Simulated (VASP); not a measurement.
A run of VASP 6.6.1:

File INCAR:

```
SYSTEM = LuCd
PREC = Accurate ; ENCUT = 600
EDIFF = 1E-7 ; ISMEAR = -1
SIGMA = 0.1 ; LREAL = .FALSE.
LASPH = .TRUE. ; NELM = 80
ALGO = Normal ; ISIF = 3
LWAVE = .FALSE. ; LCHARG = .FALSE.
GGA = CA ; IBRION = 2
NSW = 100 ; EDIFFG = -0.002
```

The input KPOINTS:

```
Automatic mesh
0
G
  10 10 10
  0 0 0
```

POSCAR

```
LuCd
1.0
    3.6409900500      0.0000000000      0.0000000000
    0.0000000000      3.6409900500      0.0000000000
    0.0000000000      0.0000000000      3.6409900500
Lu Cd
1 1
Direct
    0.5000000000      0.5000000000      0.5000000000
    0.0000000000      0.0000000000      0.0000000000
```

Potentials or basis: VASP PAW PBE potentials, release 64 (Lu, Cd).

Run with:

```sh
$ cat potpaw_PBE.64/Lu/POTCAR potpaw_PBE.64/Cd/POTCAR > POTCAR
$ mpirun -np 1 vasp_std > vasp.out
```

Hardware: 1 thread of Intel Xeon 6975P-C, with other jobs on the host.

Q: How long does it take, and how much memory?

A: Run time: 8.6 min on 1 thread of Intel Xeon 6975P-C (shared host), peak memory 0.23 GiB. Counts: scf iterations 112, k points 56, ion steps 18.
